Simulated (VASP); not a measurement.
SrC2, 3 atoms in the cell. Symmetry: I4/mmm, No. 139, tetragonal system. Conventional cell: a = 4.030 Å, b = 4.030 Å, c = 6.628 Å, α = 90.00°, β = 90.00°, γ = 90.00°. Within 3.6 Å of Sr (site symmetry 4/mmm) lie 10 C at 2.73 to 2.91 Å. C (site symmetry 4mm) has 1 C at 1.17 Å within 1.6 Å. 

| Property | Result |
| --- | --- |
| Program | VASP 6.6.1 |
| Task | single point |
| Functional | PBEsol |
| Potentials or basis | VASP PAW PBE potentials, release 64 (Sr_sv, C) |
| Cutoff | 520 eV |
| k mesh | 6 × 6 × 6 |
| Occupations | gaussian, width 0.01 eV |
| Spin | no spin polarisation |
| Dipole correction | no |
| Further INCAR settings | ALGO = Normal; EDIFF = 1e-06; NBANDS = 16 |

Potentials or basis: VASP PAW PBE potentials, release 64 (Sr_sv, C).

Run with:

```console
$ cat potpaw_PBE.64/Sr_sv/POTCAR potpaw_PBE.64/C/POTCAR > POTCAR
$ mpirun -np 1 vasp_std > vasp.out
```

Hardware: 1 thread of Intel(R) Xeon(R) Platinum 8375C CPU @ 2.90GHz (Ice Lake), with other jobs on the host.

Question: Estimate the wall time of this run.

Answer: It took 28 s on 1 thread of Intel(R) Xeon(R) Platinum 8375C CPU @ 2.90GHz (Ice Lake), with other jobs on the host, peak memory 0.2 GiB. Counts: scf iterations 14, k points 30.
